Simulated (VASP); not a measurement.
Set up this calculation in VASP 6.6.1, as the native input.

| Quantity | Value |
| --- | --- |
| Task | single point |
| Functional | LDA |
| Potentials or basis | VASP PAW LDA potentials, release 64 (Cu) |
| Cutoff | 520 eV |
| k mesh | 8 × 8 × 8 |
| Occupations | fermi-dirac, width 0.1 eV |
| Spin | no spin polarisation |
| Dipole correction | no |
| Further INCAR settings | ALGO = Normal; EDIFF = 1e-06; NBANDS = 54 |

The structure of Cu lies in POSCAR:

```
Cu
1.0
    4.4706095856      0.0000000000      0.0000000000
    0.0000000000      4.4706095856      0.0000000000
    0.0000000000      0.0000000000      4.4706095856
Cu
8
Direct
    0.0000000000      0.0000000000      1.0000000000
    0.5000000000      0.5000000000      0.5000000000
    0.2500000000      1.0000000000      0.5000000000
    0.7500000000      0.0000000000      0.5000000000
    0.5000000000      0.2500000000      1.0000000000
    0.5000000000      0.7500000000      1.0000000000
    1.0000000000      0.5000000000      0.2500000000
    1.0000000000      0.5000000000      0.7500000000
```

These files were run (other wordings do the same):

INCAR

```
PREC = Accurate ; ENCUT = 520
EDIFF = 1E-6 ; ISMEAR = -1
SIGMA = 0.1 ; LREAL = F
LASPH = T ; NELM = 100
ALGO = Normal ; ISIF = 2
LWAVE = F ; LCHARG = T
LELF = T ; LVHAR = T
NBANDS = 54
```

KPOINTS

```
Automatic mesh
0
Gamma
  8 8 8
```

Potentials or basis: VASP PAW LDA potentials, release 64 (Cu).

Run with:

```bash
$ cat potpaw_LDA.64/Cu/POTCAR > POTCAR
$ mpirun -np 1 vasp_std > vasp.out
```

Results of the run:

The pressure is 0.8 GPa and the band gap on the k mesh is zero (band 44 reaches 8.86 eV, above the bottom of band 45 at 7.07 eV).

Wall time 3.6 min on 1 thread of Intel(R) Xeon(R) Platinum 8488C (Sapphire Rapids), with other jobs on the host, peak memory 0.24 GiB.
